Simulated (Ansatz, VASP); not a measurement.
**Two plane-wave programs on SbC3**

```xyz
4
Lattice="2.0601 1.1894 4.4853 -2.0601 1.1894 4.4853 0.0000 -2.3788 4.4853" Properties=species:S:1:pos:R:3 pbc="T T T"
Sb    0.0000    0.0000    0.0000
C     0.0000    1.1894    4.4853
C    -1.0301   -0.5947    4.4853
C     1.0301   -0.5947    4.4853
```

Alike in both runs: task single point; functional PBE; k mesh 6 × 6 × 6; occupations gaussian, width 0.1 eV; no spin polarisation.

|  | VASP | Ansatz |
| --- | --- | --- |
| version | VASP 6.6.1 | Ansatz 0.2.0 |
| potentials or method | VASP PAW PBE potentials, release 64 (Sb, C), cutoff 520 eV | scalar-relativistic, plane waves, PAW |
| valence electrons in the cell | 17 | 27 |

```csv
,VASP,Ansatz,Ansatz less VASP
gap on the k mesh at the Fermi level (eV),none,none,-
pressure (GPa),24.8,23.4,-1.41
"traceless stress, the component that is largest in VASP (GPa)",-25.26,-23.80,+1.456
```

A gap of «none» marks a metal or a gap that the smearing closes. VASP's potentials hold 17 valence electrons a cell and Ansatz's 27, so a difference there can come from the potentials and not from the codes.

Spin-orbit coupling is off throughout.
